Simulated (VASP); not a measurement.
Set up this calculation in VASP 6.6.1, as the native input.

- Task: relaxation of cell and atoms
- Functional: LDA
- Potentials or basis: VASP PAW LDA potentials, release 64 (K_sv, I)
- Cutoff: 600 eV
- k mesh: 6 × 6 × 6
- Occupations: gaussian, width 0.01 eV
- Spin: no spin polarisation
- Target pressure: 30 GPa
- Dipole correction: no
- Further INCAR settings: ALGO = Normal; EDIFF = 1e-07; IBRION = 2; EDIFFG = -0.002; NSW = 100; ISIF = 3

The structure of KI lies in POSCAR:

```
KI
1.0
    0.0000000000      3.4114741204      3.4114741204
    3.4114741204      0.0000000000      3.4114741204
    3.4114741204      3.4114741204      0.0000000000
K I
1 1
Direct
    0.0000000000      0.0000000000      0.0000000000
    0.5000000000      0.5000000000      0.5000000000
```

One way to write it, as run:

INCAR

```
PREC = Accurate ; ENCUT = 600
EDIFF = 1E-7 ; ISMEAR = 0
SIGMA = 0.01 ; LREAL = False
LASPH = True ; NELM = 60
ALGO = Normal ; ISIF = 3
LWAVE = False ; LCHARG = False
IBRION = 2 ; NSW = 100
EDIFFG = -0.002 ; PSTRESS = 300.0
```

KPOINTS

```
regular mesh
0
Gamma
  6 6 6
```

Potentials or basis: VASP PAW LDA potentials, release 64 (K_sv, I).

Launch:

```bash
$ cat potpaw_LDA.64/K_sv/POTCAR potpaw_LDA.64/I/POTCAR > POTCAR
$ mpirun -np 1 vasp_std > vasp.out
```

Results of the run:

| Property | Result |
| --- | --- |
| Relaxed volume | 23.55 Å³/atom |
| Relaxed cell | a = 4.054 Å, b = 4.054 Å, c = 4.054 Å, α = 60.00°, β = 60.00°, γ = 60.00° |
| Space group after relaxing (to 0.05 Å) | Fm-3m (No. 225) |
| Energy change on relaxing (the enthalpy is what falls) | +921.0 meV/atom |
| Ionic steps | 17 |
| Pressure after relaxing | 30.0 GPa |
| Band gap on the k mesh | 2.51 eV, indirect (least direct gap 3.26 eV) |

Caveat: the cell is relaxed towards a set pressure, so the enthalpy falls and the energy may rise; the volume moved by over 15 % at a fixed basis, so the end points are rough; spin-orbit coupling is left out, which moves the levels of the heavy elements.

Wall time 2.2 min on 1 thread of AMD EPYC 9R45 96-Core Processor (Zen 5), on a shared host, peak memory 0.2 GiB.
